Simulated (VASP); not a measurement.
# Se (P6_3/mmc) in VASP: notebook, part 2 of 2

VASP 6.6.1.

### 3 Single point, BLYP (24.76 Å³/atom)

This run uses another cell than the first one, of 24.76 Å³/atom.

File INCAR:

```
AGGAC = 1.0 ; AGGAX = 1.0
ALDAC = 0.0 ; ALDAX = 1.0
ALGO = Normal ; EDIFF = 1E-6
ENCUT = 520 ; GGA = B5
ISIF = 2 ; ISMEAR = -1
LASPH = T ; LCHARG = F
LREAL = F ; LWAVE = F
NBANDS = 13 ; NELM = 80
PREC = Accurate ; SIGMA = 0.1
```

File KPOINTS:

```
k-points
0
Gamma
  11 11 9
```

File POSCAR:

```
Se
1.0
    3.8313862792      0.0000000000      0.0000000000
   -1.9156931396      3.3180778495      0.0000000000
    0.0000000000      0.0000000000      3.8945054369
Se
2
Direct
    0.3333333333      0.6666666667      0.2500000000
    0.6666666667      0.3333333333      0.7500000000
```

Potentials or basis: VASP PAW PBE potentials, release 64 (Se).

On the command line:

```console
cat potpaw_PBE.64/Se/POTCAR > POTCAR
mpirun -np 1 vasp_std > vasp.out
```

Wall time 24 s (1 thread of AMD EPYC 9R45 (Zen 5), shared host); peak memory 0.15 GiB.

Results (log left out):

| Property | Result |
| --- | --- |
| Free energy | -5.1242 eV |
| Pressure | 0.1 GPa |
| Band gap on the k mesh | zero (bands 6 and 7 overlap by 1.70 eV) |

Stress tensor (GPa, compression positive):
```
 0.36  0.00  0.00
 0.00  0.36  0.00
 0.00  0.00 -0.45
```

Levels at points of the mesh, in eV from the Fermi level:
| k point | band 3 | band 4 | band 5 | band 6 | band 7 | band 8 | band 9 | band 10 |
| --- | --- | --- | --- | --- | --- | --- | --- | --- |
| (0.00, 0.00, 0.00) | -3.98 | -2.19 | -2.19 | 0.67 | 0.67 | 2.76 | 4.94 | 7.16 |

Caveat: the PAW data sets were made with another functional, which shifts forces and pressure a little.

### 4 Single point, BLYP (25.75 Å³/atom)

This run uses another cell than the first one, of 25.75 Å³/atom.

File INCAR:

```
SYSTEM = Se
AGGAC = 1.0
AGGAX = 1.0
ALDAC = 0.0
ALDAX = 1.0
ALGO = Normal
EDIFF = 1E-6
ENCUT = 520
GGA = B5
ISIF = 2
ISMEAR = -1
LASPH = .True.
LCHARG = .False.
LREAL = .False.
LWAVE = .False.
NBANDS = 13
NELM = 80
PREC = Accurate
SIGMA = 0.1
```

File KPOINTS:

```
k-points
0
Gamma
  11 11 9
  0 0 0
```

File POSCAR:

```
Se
1.0
    3.8818050384      0.0000000000      0.0000000000
   -1.9409025193      3.3617417758      0.0000000000
    0.0000000000      0.0000000000      3.9457548066
Se
2
Direct
    0.3333333333      0.6666666667      0.2500000000
    0.6666666667      0.3333333333      0.7500000000
```

On the command line:

```console
cat potpaw_PBE.64/Se/POTCAR > POTCAR
mpirun -np 1 vasp_std > vasp.out
```

Run time: 26 s. Hardware: 1 thread of AMD EPYC 9R45 (Zen 5), shared host; peak memory 0.16 GiB.

The run converged. Its results:

* Free energy: -5.1135 eV
* Pressure: -1.8 GPa
* Band gap on the k mesh: zero (bands 6 and 7 overlap by 1.62 eV)

Stress tensor (GPa, compression positive):
```
-1.22  0.00  0.00
 0.00 -1.22  0.00
 0.00  0.00 -2.88
```

Levels at points of the mesh, in eV from the Fermi level:
| k point | band 4 | band 5 | band 6 | band 7 | band 8 | band 9 |
| --- | --- | --- | --- | --- | --- | --- |
| (0.00, 0.00, 0.00) | -2.09 | -2.09 | 0.65 | 0.65 | 2.59 | 5.09 |

Caveat: the PAW data sets were made with another functional, which shifts forces and pressure a little.

### 5 Single point, BLYP (26.74 Å³/atom)

This run uses another cell than the first one, of 26.74 Å³/atom.

File INCAR:

```
AGGAC    = 1.0          
AGGAX    = 1.0          
ALDAC    = 0.0          
ALDAX    = 1.0          
ALGO     = Normal         # electronic algorithm
EDIFF    = 1E-6           # SCF threshold, eV
ENCUT    = 520            # plane-wave cutoff, eV
GGA      = B5             # functional
ISIF     = 2              # what is computed and relaxed
ISMEAR   = -1             # smearing method
LASPH    = True           # aspherical terms in the spheres
LCHARG   = True           # write CHGCAR
LELF     = True           # ELF
LREAL    = False          # projectors in reciprocal space
LVHAR    = True         
LWAVE    = False          # write WAVECAR
NBANDS   = 13             # bands
NELM     = 100            # most SCF steps
PREC     = Accurate       # precision mode
SIGMA    = 0.1            # smearing width, eV
```

File KPOINTS:

```
k-points
0
Gamma
  11 11 9
```

File POSCAR:

```
Se
1.0
    3.9309470279      0.0000000000      0.0000000000
   -1.9654735140      3.4042999871      0.0000000000
    0.0000000000      0.0000000000      3.9957063727
Se
2
Direct
    0.3333333333      0.6666666667      0.2500000000
    0.6666666667      0.3333333333      0.7500000000
```

Potentials or basis: VASP PAW PBE potentials, release 64 (Se).

On the command line:

```console
cat potpaw_PBE.64/Se/POTCAR > POTCAR
mpirun -np 1 vasp_std > vasp.out
```

OUTCAR:

```text
EDIFF = 1E-6
   ENCUT = 520
   GGA = B5
   ISIF = 2
   ISMEAR = -1
   LASPH = True
   LREAL = False
   NELM = 100
   PREC = Accurate

 ion  position               nearest neighbor table
   1  0.333  0.667  0.250-
   2  0.667  0.333  0.750-

  LATTYP: Found a hexagonal cell.
 ALAT       =     3.9309470279
 C/A-ratio  =     1.0164742349

  Lattice vectors:

 A1 = (   3.9309470279,   0.0000000000,   0.0000000000)
[... 561 lines left out ...]
      6       2.6798      1.97667
      7       4.1701      0.00006
      8       4.6371      0.00000
      9       9.7429      0.00000
     10      10.7639      0.00000
     11      12.5732      0.00000
     12      13.1845      0.00000
     13      14.4220      0.00000

 [... further k-points ...]
[... 5 lines left out ...]
  --------------------------------------------------------------------------------------
  -------------------------------------------------------------------------------------
  Total       -0.8249213     -0.8249213     -1.6041492      0.0000000      0.0000000      0.0000000
  in kB      -24.7174992    -24.7174992    -48.0658657      0.0000000      0.0000000      0.0000000
  external PRESSURE =     -32.5002880 kB  Pullay stress =       0.0000000 kB

 VOLUME and BASIS-vectors are now :
 -----------------------------------------------------------------------------
  energy-cutoff  :      520.00
  volume of cell :       53.47
      direct lattice vectors                 reciprocal lattice vectors
     3.930947028  0.000000000  0.000000000     0.254391624  0.146873073  0.000000000
    -1.965473514  3.404299987  0.000000000     0.000000000  0.293746146  0.000000000
     0.000000000  0.000000000  3.995706373     0.000000000  0.000000000  0.250268640

 POSITION                                       TOTAL-FORCE (eV/Angst)
 -----------------------------------------------------------------------------------
     -0.00000      2.26953      0.99893        -0.000000      0.000000      0.000000
      1.96547      1.13477      2.99678         0.000000     -0.000000      0.000000
 -----------------------------------------------------------------------------------
    total drift:                               -0.000000      0.000000     -0.000000

  FREE ENERGIE OF THE ION-ELECTRON SYSTEM (eV)
  ---------------------------------------------------
  free  energy   TOTEN  =        -5.0821917387 eV

  energy  without entropy=       -5.0305491617  energy(sigma->0) =       -5.05637045
```

OSZICAR:

```text
N       E                     dE             d eps       ncg     rms          rms(c)
DAV:   1     0.520105344415E+02    0.52011E+02   -0.50096E+03  2080   0.772E+02
DAV:   2    -0.215443715002E+01   -0.54165E+02   -0.52195E+02  2983   0.129E+02
DAV:   3    -0.505263142817E+01   -0.28982E+01   -0.28743E+01  2640   0.326E+01
DAV:   4    -0.507295905674E+01   -0.20328E-01   -0.20323E-01  2395   0.324E+00
DAV:   5    -0.507307050462E+01   -0.11145E-03   -0.11145E-03  2680   0.245E-01    0.307E+00
DAV:   6    -0.507778030555E+01   -0.47098E-02   -0.24122E-03  2485   0.334E-01    0.183E+00
DAV:   7    -0.508207194964E+01   -0.42916E-02   -0.52227E-03  2420   0.508E-01    0.629E-02
DAV:   8    -0.508218116423E+01   -0.10921E-03   -0.23282E-04  2660   0.930E-02    0.157E-02
DAV:   9    -0.508219060778E+01   -0.94435E-05   -0.86520E-06  2515   0.202E-02    0.616E-03
DAV:  10    -0.508219171789E+01   -0.11101E-05   -0.20272E-06  2376   0.963E-03    0.990E-04
DAV:  11    -0.508219173873E+01   -0.20836E-07   -0.53376E-08  1405   0.147E-03
   1 F= -.50821917E+01 E0= -.50563705E+01  d E =-.516426E-01
```

It took 30 s on 1 thread of AMD EPYC 9R45 (Zen 5), shared host; peak memory 0.16 GiB.

Results:

```yaml
Free_energy: -5.0822 eV
Pressure: -3.3 GPa
Band_gap_on_the_k_mesh: zero (bands 6 and 7 overlap by 1.54 eV)
```

Caveat: the cell stands under tension; the PAW data sets were made with another functional, which shifts forces and pressure a little.

### 6 Overview

| cell | gap on the mesh (eV) | pressure (GPa) |
| --- | --- | --- |
| a = 3.780, b = 3.780, c = 3.842 Å, angles 90.0, 90.0, 120.0°, 2 atoms | none | 2.4 |
| a = 3.831, b = 3.831, c = 3.895 Å, angles 90.0, 90.0, 120.0°, 2 atoms | none | 0.1 |
| a = 3.882, b = 3.882, c = 3.946 Å, angles 90.0, 90.0, 120.0°, 2 atoms | none | -1.8 |
| a = 3.931, b = 3.931, c = 3.996 Å, angles 90.0, 90.0, 120.0°, 2 atoms | none | -3.3 |

Alike in all rows: task single point; level BLYP; potentials or basis VASP PAW PBE potentials, release 64 (Se); no spin polarisation; k mesh 11 × 11 × 9; cutoff (eV) 520; smearing fermi-dirac 0.1 eV.

Caveats: the PAW data sets were made with another functional, which shifts forces and pressure a little; the cell stands under tension (at least some runs).

Total energies depend on the potentials used, so only differences within one code and one set of settings carry meaning.
